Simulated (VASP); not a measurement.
Set up this calculation in VASP 6.6.1, as the native input.

```yaml
Task: single point
Functional: RPBE
Potentials_or_basis: VASP PAW PBE potentials, release 64 (Nb_sv)
Cutoff: 520 eV
k_mesh: 14 × 14 × 7
Occupations: fermi-dirac, width 0.1 eV
Spin: no spin polarisation
Dipole_correction: no
Further_INCAR_settings: ALGO = Normal; EDIFF = 1e-07; NBANDS = 20
```

The structure of Nb lies in POSCAR:

```
Nb
1.0
    2.8481128144      0.0000000000      0.0000000000
   -1.4240564072      2.4665380501      0.0000000000
    0.0000000000      0.0000000000      5.1998711106
Nb
2
Direct
    0.3333333333      0.6666666667      0.2500000000
    0.6666666667      0.3333333333      0.7500000000
```

This cell differs from its parent crystal: volume scaled by 0.96.

These files were run (other wordings do the same):

INCAR

```
SYSTEM = Nb
PREC     = Accurate       ! precision mode
ENCUT    = 520            ! plane-wave cutoff, eV
EDIFF    = 1E-7           ! SCF threshold, eV
ISMEAR   = -1             ! smearing method
SIGMA    = 0.1            ! smearing width, eV
LREAL    = .FALSE.        ! projectors in reciprocal space
LASPH    = .TRUE.         ! aspherical terms in the spheres
NELM     = 100            ! most SCF steps
ALGO     = Normal         ! electronic algorithm
ISIF     = 2              ! what is computed and relaxed
LWAVE    = .FALSE.        ! write WAVECAR
LCHARG   = .FALSE.        ! write CHGCAR
GGA      = RP             ! functional
NBANDS   = 20             ! bands
```

KPOINTS

```
Automatic mesh
0
G
  14 14 7
  0 0 0
```

Potentials or basis: VASP PAW PBE potentials, release 64 (Nb_sv).

The run is started by

```sh
$ cat potpaw_PBE.64/Nb_sv/POTCAR > POTCAR
$ mpirun -np 1 vasp_std > vasp.out
```

It gave:

| Item | Value |
| --- | --- |
| Pressure | 6.3 GPa |
| Band gap on the k mesh | zero (band 13 reaches 13.04 eV, above the bottom of band 14 at 10.82 eV) |

Caveat: the PAW data sets were made with another functional, which shifts forces and pressure a little.

Run time: 32 s on 1 thread of Intel(R) Xeon(R) 6975P-C (Granite Rapids), on a shared host, peak memory 0.19 GiB.
